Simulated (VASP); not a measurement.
Runs of VASP 6.6.1 on BeRe2O3. The structure is that of space group P6/mmm (No. 191), or close to it. The cells are those of the table. 

| task | spin | cell | k mesh | cutoff (eV) | gap on the mesh (eV) | pressure (GPa) | relaxed volume (Å³/atom) |
| --- | --- | --- | --- | --- | --- | --- | --- |
| single point | collinear | a = 4.788, b = 4.788, c = 2.916 Å, angles 90.0, 90.0, 120.0°, 6 atoms | 6 × 6 × 6 | 520 | none | (a) | - |
| single point | off | a = 4.718, b = 4.718, c = 3.326 Å, angles 90.0, 90.0, 120.0°, 6 atoms | 12 × 12 × 12 | 520 | none | 1.4 | - |
| relaxation of cell and atoms | off | relaxed from a = 4.719, b = 4.719, c = 3.322 Å, angles 90.0, 90.0, 120.0°, 6 atoms | 12 × 12 × 12 | 600 | none | 0.0 | 10.74 |
| single point | off | a = 4.719, b = 4.719, c = 3.322 Å, angles 90.0, 90.0, 120.0°, 6 atoms | 6 × 6 × 6 | 520 | none | 1.6 | - |
| relaxation of cell and atoms | off | relaxed from a = 4.788, b = 4.788, c = 2.916 Å, angles 90.0, 90.0, 120.0°, 6 atoms | 6 × 6 × 6 | 600 | none | 0.0 | (b) |

Alike in all rows: level PBE; potentials or basis VASP PAW PBE potentials, release 64 (Be, Re, O); smearing gaussian 0.1 eV.

Q: Fill in the values left out.

A: (a) 54.5; (b) 10.73.

Caveats: spin-orbit coupling is left out, which moves the levels of the heavy elements; the stress differs along the axes, from 24 to 116 GPa (at least some runs).

A k mesh can miss the band edges, and the runs leave out spin-orbit coupling on Re.

A gap of «none» marks levels without a gap at the run's occupations.
